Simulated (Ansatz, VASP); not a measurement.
# GaN: VASP beside Ansatz

```
Ga N
1.0
     3.11508    0.00000    0.00000
    -1.55754    2.69774    0.00000
     0.00000    0.00000    5.06054
Ga N
2 2
Cartesian
  1.5575 0.8992 2.5303
  0.0000 1.7985 0.0000
  1.5575 0.8992 4.4280
  0.0000 1.7985 1.8977
```

Alike in both runs: task single point; functional b88 exchange, pbe correlation; k mesh 10 × 10 × 5; occupations fermi-dirac, width 0.05 eV; no spin polarisation.

```csv
,VASP,Ansatz
version,VASP 6.6.1,Ansatz 0.2.0
potentials or method,"VASP PAW PBE potentials, release 64 (Ga_d, N)",Ansatz PAW
plane-wave cutoff (eV),600,420
valence electrons in the cell,36,36
```

|  | VASP | Ansatz | Ansatz less VASP |
| --- | --- | --- | --- |
| gap on the k mesh at the Fermi level (eV) | 2.39 | 2.37 | -0.024 |
| least direct gap on the mesh (eV) | 2.39 | 2.37 | -0.024 |
| pressure (GPa) | 21.1 | 21.2 | +0.14 |
| traceless stress, the component that is largest in VASP (GPa) | 1.88 | 1.86 | -0.020 |
| rms of the force components (eV/Å) | 0.088 | 0.089 | +0.0011 |

VASP's potentials were made for PBE, not for b88 exchange, pbe correlation. Atom by atom the forces differ by 0.001 eV/Å (rms over components).

Noted on Ansatz's run: odd divisions of the mesh miss points on the zone boundary, where band edges often lie, so the gap on the mesh can be too wide.
